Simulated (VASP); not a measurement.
# Rb (P6_3/mmc) in VASP: a series of runs

The runs below take Rb through single point, with r2SCAN.

Program: VASP 6.6.1. These are calculated values, not measurements. Logs are shortened: lines on timing, memory, paths and dates and some standing lists are left out, and cuts for length are marked.

## 1. The cell of the first run

Symmetry: P6_3/mmc, No. 194, hexagonal system. Conventional cell: a = 5.107 Å, b = 5.107 Å, c = 8.448 Å, α = 90.00°, β = 90.00°, γ = 120.00°.

## 2. Single point, r2SCAN

Contents of POSCAR:

```
Rb
1.0
    5.1068702159      0.0000000000      0.0000000000
   -2.5534351079      4.4226793408      0.0000000000
    0.0000000000      0.0000000000      8.4478946793
Rb
2
Direct
    0.3333333333      0.6666666667      0.2500000000
    0.6666666667      0.3333333333      0.7500000000
```

Contents of INCAR.step1:

```
SYSTEM = Rb
PREC     = Accurate       ! precision mode
ENCUT    = 520            ! plane-wave cutoff, eV
ISMEAR   = -1             ! smearing method
SIGMA    = 0.1            ! smearing width, eV
LREAL    = .False.        ! projectors in reciprocal space
LASPH    = .True.         ! aspherical terms in the spheres
NELM     = 100            ! most SCF steps
NBANDS   = 16             ! bands
GGA      = PE             ! functional
ALGO     = Normal         ! electronic algorithm
EDIFF    = 1E-4           ! SCF threshold, eV
LWAVE    = .True.         ! write WAVECAR
LCHARG   = .False.        ! write CHGCAR
```

Contents of INCAR.step2:

```
SYSTEM = Rb
PREC     = Accurate       ! precision mode
ENCUT    = 520            ! plane-wave cutoff, eV
EDIFF    = 1E-6           ! SCF threshold, eV
ISMEAR   = -1             ! smearing method
SIGMA    = 0.1            ! smearing width, eV
LREAL    = .False.        ! projectors in reciprocal space
LASPH    = .True.         ! aspherical terms in the spheres
NELM     = 100            ! most SCF steps
ALGO     = Normal         ! electronic algorithm
ISIF     = 2              ! what is computed and relaxed
LWAVE    = .False.        ! write WAVECAR
LCHARG   = .False.        ! write CHGCAR
METAGGA  = R2SCAN         ! meta-GGA
LMIXTAU  = .True.       
NBANDS   = 16             ! bands
ISTART   = 1
```

Contents of KPOINTS:

```
Automatic mesh
0
Gamma
  7 7 4
  0 0 0
```

Potentials or basis: VASP PAW PBE potentials, release 64 (Rb_sv).

Started as:

```
cat potpaw_PBE.64/Rb_sv/POTCAR > POTCAR
cp INCAR.step1 INCAR
mpirun -np 1 vasp_std > vasp.out
cp INCAR.step2 INCAR
mpirun -np 1 vasp_std > vasp.out
```

OUTCAR:

```text
SYSTEM = Rb
   PREC = Accurate
   ENCUT = 520
   EDIFF = 1E-6
   ISMEAR = -1
   LREAL = .False.
   LASPH = .True.
   NELM = 100
   ISIF = 2
   METAGGA = R2SCAN
   ISTART = 1

 ion  position               nearest neighbor table
   1  0.333  0.667  0.250-   2 5.15   2 5.15   2 5.15   2 5.15   2 5.15   2 5.15
   2  0.667  0.333  0.750-   1 5.15   1 5.15   1 5.15   1 5.15   1 5.15   1 5.15

  LATTYP: Found a hexagonal cell.
 ALAT       =     5.1068702159
 C/A-ratio  =     1.6542215334

  Lattice vectors:

 A1 = (   5.1068702159,   0.0000000000,   0.0000000000)
 A2 = (  -2.5534351079,   4.4226793408,   0.0000000000)
 A3 = (   0.0000000000,   0.0000000000,   8.4478946793)

Analysis of symmetry for initial positions (statically):
=====================================================================
 Subroutine PRICEL returns:
 Original cell was already a primitive cell.

 Routine SETGRP: Setting up the symmetry group for a
 hexagonal supercell.

 Subroutine GETGRP returns: Found 24 space group operations
 (whereof 12 operations were pure point group operations)
 out of a pool of 24 trial point group operations.

The static configuration has the point symmetry D_3d.
 The point group associated with its full space group is D_6h.

Analysis of symmetry for dynamics (positions and initial velocities):
=====================================================================
 Subroutine PRICEL returns:
 Original cell was already a primitive cell.

 Routine SETGRP: Setting up the symmetry group for a
 hexagonal supercell.

 Subroutine GETGRP returns: Found 24 space group operations
 (whereof 12 operations were pure point group operations)
 out of a pool of 24 trial point group operations.

The dynamic configuration has the point symmetry D_3d.
 The point group associated with its full space group is D_6h.

 Subroutine INISYM returns: Found 24 space group operations
 (whereof 12 operations are pure point group operations),
 and found     1 'primitive' translations

----------------------------------------------------------------------------------------

                                     Primitive cell

  volume of cell :     190.8046

  direct lattice vectors                    reciprocal lattice vectors
     5.106870216  0.000000000  0.000000000     0.195814649  0.113053640  0.000000000
    -2.553435108  4.422679341  0.000000000     0.000000000  0.226107281  0.000000000
     0.000000000  0.000000000  8.447894679     0.000000000  0.000000000  0.118372688

  length of vectors
     5.106870216  5.106870216  8.447894679     0.226107281  0.226107281  0.118372688
[... 80 lines left out ...]
   EDIFF  = 0.1E-05   stopping-criterion for ELM
   LREAL  =      F    real-space projection
   EDIFFG = 0.1E-04   stopping-criterion for IOM
   NSW    =      0    number of steps for IOM
   IBRION =     -1    ionic relax: 0-MD 1-quasi-New 2-CG
   NFREE  =      0    steps in history (QN), initial steepest desc. (CG)
   ISIF   =      2    stress and relaxation
   ISYM   =      2    0-nonsym 1-usesym 2-fastsym
   POTIM  = 0.5000    time-step for ionic-motion
   TEBEG  =    0.0;   TEEND  =   0.0 temperature during run
   PSTRESS=    0.0 pullay stress
   NELECT =      18.0000    total number of electrons
   NUPDOWN=      -1.0000    fix difference up-down
   EMIN   =  10.00;   EMAX   =-10.00  energy-range for DOS
   EFERMI =   0.00;   METHOD = LEGACY
   ISMEAR =    -1;   SIGMA  =   0.10  broadening in eV -4-tet -1-fermi 0-gaus
   EFERMI_NEDOS =   21; number of points for ismear=-14 and -15
   IALGO  =     38    algorithm
   IMIX   =      4    mixing-type and parameters
     AMIX     =   0.40;   BMIX     =  1.00
     AMIX_MAG =   1.60;   BMIX_MAG =  1.00
  volume/ion in A,a.u.               =      95.40       643.81
  Fermi-wavevector in a.u.,A,eV,Ry     =   0.745251  1.408321  7.556669  0.555400
  Thomas-Fermi vector in A             =   1.840794
   LORBIT       =      0    0 simple, 1 ext, 2 COOP (PROOUT), +10 PAW based schemes
   METAGGA = R2SCAN    functional components
   LHFCALC =     F    Hartree Fock is set to
   AEXX    =    0.0000 exact exchange contribution
   IVDW    =     0    specifies the selected vdW correction
   LEPSILON=     F    determine dielectric tensor
   LRPA    =     F    only Hartree local field effects (RPA)
 non-spin polarized calculation
  energy-cutoff  :      520.00
  volume of cell :      190.80
 maximum number of plane-waves:      5215
 NGX is ok and might be reduce to    40
   NGX = 19   NGY = 19   NGZ = 31

 number of electron      18.0000000 magnetization

 Free energy of the ion-electron system (eV)
  ---------------------------------------------------
  ext. energy  EPLUGINS =         0.00000000
  ---------------------------------------------------
  free energy    TOTEN  =       -27.86763984 eV

  energy without entropy =      -27.81502742  energy(sigma->0) =      -27.84133363

 E-fermi :  -0.0311     XC(G=0):  -5.6105

 val. band max:       -0.1079204249   @ k =   0.1429   0.1429   0.2500
 cond. band min:       0.0485837203   @ k =   0.2857   0.0000   0.2500
 fundamental gap:      0.1565041452
 Fermi energy:        -0.0311153019

 k-point     1 :       0.0000    0.0000    0.0000
  band No.  band energies     occupation
      1     -30.1330      2.00000
      2     -30.1298      2.00000
      3     -13.7067      2.00000
      4     -13.6375      2.00000
      5     -13.6375      2.00000
      6     -13.6271      2.00000
[... 433 lines left out ...]
      3     -13.6951      2.00000
      4     -13.6951      2.00000
      5     -13.6719      2.00000
      6     -13.6719      2.00000
[... 8 lines left out ...]
     15       3.9579      0.00000
     16       3.9579      0.00000

------------------------ aborting loop because EDIFF is reached ----------------------------------------

  FORCE on cell =-STRESS in cart. coord.  units (eV):
  Direction    XX          YY          ZZ          XY          YZ          ZX
  --------------------------------------------------------------------------------------
  -------------------------------------------------------------------------------------
  Total        0.0065450      0.0065450      0.0161132      0.0000000     -0.0000000      0.0000000
  in kB        0.0549582      0.0549582      0.1353017      0.0000000     -0.0000000      0.0000000
  external PRESSURE =       0.0817394 kB  Pullay stress =       0.0000000 kB

 VOLUME and BASIS-vectors are now :
 -----------------------------------------------------------------------------
  energy-cutoff  :      520.00
  volume of cell :      190.80
      direct lattice vectors                 reciprocal lattice vectors
     5.106870216  0.000000000  0.000000000     0.195814649  0.113053640  0.000000000
    -2.553435108  4.422679341  0.000000000     0.000000000  0.226107281  0.000000000
     0.000000000  0.000000000  8.447894679     0.000000000  0.000000000  0.118372688

 POSITION                                       TOTAL-FORCE (eV/Angst)
 -----------------------------------------------------------------------------------
     -0.00000      2.94845      2.11197         0.000000      0.000000      0.000000
      2.55344      1.47423      6.33592        -0.000000     -0.000000      0.000000
 -----------------------------------------------------------------------------------
    total drift:                                0.000000     -0.000000      0.000000

  FREE ENERGIE OF THE ION-ELECTRON SYSTEM (eV)
  ---------------------------------------------------
  free  energy   TOTEN  =       -27.8676398439 eV

  energy  without entropy=      -27.8150274182  energy(sigma->0) =      -27.84133363
```

OUTCAR.step1:

```text
SYSTEM = Rb
   PREC = Accurate
   ENCUT = 520
   ISMEAR = -1
   LREAL = .False.
   LASPH = .True.
[... 677 lines left out ...]
     -0.00000      2.94845      2.11197         0.000000      0.000000      0.000000
      2.55344      1.47423      6.33592        -0.000000      0.000000      0.000000
 -----------------------------------------------------------------------------------
    total drift:                                0.000000     -0.000000      0.000000

  FREE ENERGIE OF THE ION-ELECTRON SYSTEM (eV)
  ---------------------------------------------------
  free  energy   TOTEN  =        -1.9045472248 eV

  energy  without entropy=       -1.8468646116  energy(sigma->0) =       -1.87570592
```

Run time: 2.7 min. Hardware: 1 thread of Intel Xeon Platinum 8488C (Sapphire Rapids), shared host; peak memory 0.35 GiB.

Results:

| Property | Result |
| --- | --- |
| Free energy | -27.8676 eV |
| Pressure | 0.0 GPa |
| Band gap on the k mesh | zero (band 9 reaches 0.62 eV, above the bottom of band 10 at -1.40 eV) |

Levels at points of the mesh, in eV from the Fermi level:
| k point | band 6 | band 7 | band 8 | band 9 | band 10 | band 11 | band 12 | band 13 |
| --- | --- | --- | --- | --- | --- | --- | --- | --- |
| (0.00, 0.00, 0.00) | -13.60 | -13.60 | -13.59 | -2.04 | 0.23 | 0.50 | 3.84 | 3.84 |
| (0.00, 0.00, 0.50) | -13.60 | -13.60 | -13.60 | -1.36 | -1.36 | 2.44 | 2.44 | 3.89 |

Caveat: the PAW data sets were made with another functional, which shifts forces and pressure a little.

(Part 1 of 2 ends here.)
